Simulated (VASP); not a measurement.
Set up this calculation in VASP 6.6.1, as the native input.

```yaml
Task: single point
Functional: r2SCAN
Potentials_or_basis: VASP PAW PBE potentials, release 64 (Ga_d, As)
Cutoff: 520 eV
k_mesh: 8 × 8 × 8
Occupations: gaussian, width 0.01 eV
Spin: no spin polarisation
Dipole_correction: no
Further_INCAR_settings: ALGO = Normal; EDIFF = 1e-06; NBANDS = 16
```

The system is GaAs.

```
CELL_PARAMETERS angstrom
0.00000 2.83309 2.83309
2.83309 0.00000 2.83309
2.83309 2.83309 0.00000
ATOMIC_POSITIONS crystal
Ga 0.00000 0.00000 0.00000
As 0.25000 0.25000 0.25000
```

These files were run (other wordings do the same):

POSCAR

```
GaAs
1.0
    0.0000000000      2.8330850941      2.8330850941
    2.8330850941      0.0000000000      2.8330850941
    2.8330850941      2.8330850941      0.0000000000
Ga As
1 1
Direct
    0.0000000000      0.0000000000      0.0000000000
    0.2500000000      0.2500000000      0.2500000000
```

INCAR.step1

```
PREC = Accurate
ENCUT = 520
ISMEAR = 0
SIGMA = 0.01
LREAL = F
LASPH = T
NELM = 80
NBANDS = 16
GGA = PE
ALGO = Normal
EDIFF = 1E-4
LWAVE = T
LCHARG = F
```

INCAR.step2

```
PREC = Accurate
ENCUT = 520
EDIFF = 1E-6
ISMEAR = 0
SIGMA = 0.01
LREAL = F
LASPH = T
NELM = 80
ALGO = Normal
ISIF = 2
LWAVE = F
LCHARG = T
METAGGA = R2SCAN
LMIXTAU = T
LELF = T
LVHAR = T
NBANDS = 16
ISTART = 1
```

KPOINTS

```
regular mesh
0
Gamma
  8 8 8
```

Potentials or basis: VASP PAW PBE potentials, release 64 (Ga_d, As).

Command:

```sh
$ cat potpaw_PBE.64/Ga_d/POTCAR potpaw_PBE.64/As/POTCAR > POTCAR
$ cp INCAR.step1 INCAR
$ mpirun -np 1 vasp_std > vasp.out
$ cp INCAR.step2 INCAR
$ mpirun -np 1 vasp_std > vasp.out
```

It gave:

```yaml
Pressure: 0.1 GPa
Band_gap_on_the_k_mesh: 0.94 eV, direct
```

Caveat: the PAW data sets were made with another functional, which shifts forces and pressure a little.

It took 62 s on 1 thread of Intel(R) Xeon(R) Platinum 8375C CPU @ 2.90GHz (Ice Lake), with other jobs on the host, peak memory 0.15 GiB.
